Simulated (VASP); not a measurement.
Set up this calculation in VASP 6.6.1, as the native input.

```yaml
Task: single point
Functional: PBE
Potentials_or_basis: VASP PAW PBE potentials, release 64 (Sb, Se)
Cutoff: 520 eV
k_mesh: 3 × 3 × 3
Occupations: gaussian, width 0.15 eV
Spin: no spin polarisation
Dipole_correction: no
Further_INCAR_settings: ALGO = Normal; EDIFF = 1e-06; NBANDS = 29
```

The structure of Sb2Se5 lies in POSCAR:

```
Sb2Se5
1.0
    2.0954620677      1.2098155869     11.6578394147
   -2.0954620677      1.2098155869     11.6578394147
    0.0000000000     -2.4196311797     11.6578394141
Sb Se
2 5
Direct
    0.0741035795      0.0741035795      0.0741035795
    0.9258964205      0.9258964205      0.9258964205
    0.2111922825      0.2111922825      0.2111922825
    0.7888077175      0.7888077175      0.7888077175
    0.3647596246      0.3647596246      0.3647596246
    0.6352403754      0.6352403754      0.6352403754
    0.5000000000      0.5000000000      0.5000000000
```

The cell was generated, and may not be a known phase.

These files were run (other wordings do the same):

INCAR

```
SYSTEM = Sb2Se5
PREC     = Accurate       ! precision mode
ENCUT    = 520            ! plane-wave cutoff, eV
EDIFF    = 1E-6           ! SCF threshold, eV
ISMEAR   = 0              ! smearing method
SIGMA    = 0.15           ! smearing width, eV
LREAL    = .False.        ! projectors in reciprocal space
LASPH    = .True.         ! aspherical terms in the spheres
NELM     = 60             ! most SCF steps
ALGO     = Normal         ! electronic algorithm
ISIF     = 2              ! what is computed and relaxed
LWAVE    = .False.        ! write WAVECAR
LCHARG   = .False.        ! write CHGCAR
GGA      = PE             ! functional
NBANDS   = 29             ! bands
```

KPOINTS

```
Automatic mesh
0
Gamma
  3 3 3
  0 0 0
```

Potentials or basis: VASP PAW PBE potentials, release 64 (Sb, Se).

The run is started by

```sh
$ cat potpaw_PBE.64/Sb/POTCAR potpaw_PBE.64/Se/POTCAR > POTCAR
$ mpirun -np 1 vasp_std > vasp.out
```

It gave:

```json
{
  "Pressure": "0.0 GPa",
  "Largest force": "0.024 eV/Å",
  "Band gap on the k mesh": "zero (bands 20 and 21 overlap by 1.21 eV)"
}
```

Caveat: the k points lie up to 0.58 Å⁻¹ apart, too coarse for converged energies and pressures of a metal; spin-orbit coupling is left out, which moves the levels of the heavy elements.

It took 3.3 min on 1 thread of Intel(R) Xeon(R) 6975P-C (Granite Rapids), on a shared host, peak memory 1.2 GiB.
